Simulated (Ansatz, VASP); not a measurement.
**One calculation of EuS, two programs**

INCAR

```
SYSTEM = EuS
PREC = Accurate ; ENCUT = 600
EDIFF = 1E-6 ; ISMEAR = 0
SIGMA = 0.05 ; LREAL = .False.
LASPH = .True. ; NELM = 200
ALGO = Normal ; ISIF = 2
LWAVE = .False. ; LCHARG = .False.
ISPIN = 2 ; MAGMOM = 7 0
LORBIT = 11 ; LMAXMIX = 6
LDAU = .True. ; LDAUTYPE = 2
LDAUL = 3 -1 ; LDAUU = 6 0
LDAUJ = 0 0 ; LDAUPRINT = 1
GGA = PE ; NBANDS = 22
GGA_COMPAT = .False.
```

The input KPOINTS:

```
regular mesh
0
Gamma
  8 8 8
  0 0 0
```

Contents of POSCAR:

```
EuS
1.0
    0.0000000000      2.9785000000      2.9785000000
    2.9785000000      0.0000000000      2.9785000000
    2.9785000000      2.9785000000      0.0000000000
Eu S
1 1
Direct
    0.0000000000      0.0000000000      0.0000000000
    0.5000000000      0.5000000000      0.5000000000
```

Input for Ansatz:

```yaml
crystal:
  lattice:
    - [0.0, 2.9785, 2.9785]
    - [2.9785, 0.0, 2.9785]
    - [2.9785, 2.9785, 0.0]
  atoms:
    - { symbol: Eu, position: [0.0, 0.0, 0.0], spin: 7.0 }
    - { symbol: S, position: [0.5, 0.5, 0.5] }
basis:
  ecutwfc: 420
  ecutrho_ratio: 4
kpoints:
  mp_grid: { grid: [8, 8, 8] }
hamiltonian:
  xc: pbe
  hubbard: { sites: [{ species: Eu, l: f, u_eff: 6.0 }] }
scf:
  occupations: { method: gaussian, width: 0.05 }
  lower_state_search: "off"
output:
  forces: true
  stress: true
  eigenvalues: true
  populations: true
  hubbard: { sites: [{ species: Eu, l: f }] }
magnetization:
  spin_polarized: true
checkpoint:
  read: start.run
  write: ck
  compress: false
  write_wavefunctions: false
  write_every: 100000
```

Alike in both runs: task single point; functional PBE; k mesh 8 × 8 × 8; occupations gaussian, width 0.05 eV; collinear spin; Hubbard terms Eu f U = 6.0 eV.

|  | VASP | Ansatz |
| --- | --- | --- |
| version | VASP 6.6.1 | Ansatz 0.2.0 |
| potentials or method | VASP PAW PBE potentials, release 64 (Eu, S), cutoff 600 eV | scalar-relativistic, plane waves, PAW |
| valence electrons in the cell | 23 | 23 |

VASP gave:

* gap on the k mesh at the Fermi level (eV): 0.42
* least direct gap on the mesh (eV): 0.69
* pressure (GPa): 1.0
* net moment per atom (μB): 3.50
* size of the moment on the site where the two differ most (μB): 6.72

Problem. What did Ansatz give for the same quantities?

Solution. gap on the k mesh at the Fermi level (eV): 0.70; least direct gap on the mesh (eV): 1.12; pressure (GPa): 0.7; net moment per atom (μB): 3.50; size of the moment on the site where the two differ most (μB): 6.86.

Site moments also hang on the region over which each program counts them. The programs project onto different local orbitals, so the same U acts differently, and such runs can settle in different states. Ansatz's warnings: stability check not made.

Neither program's run includes spin-orbit coupling.
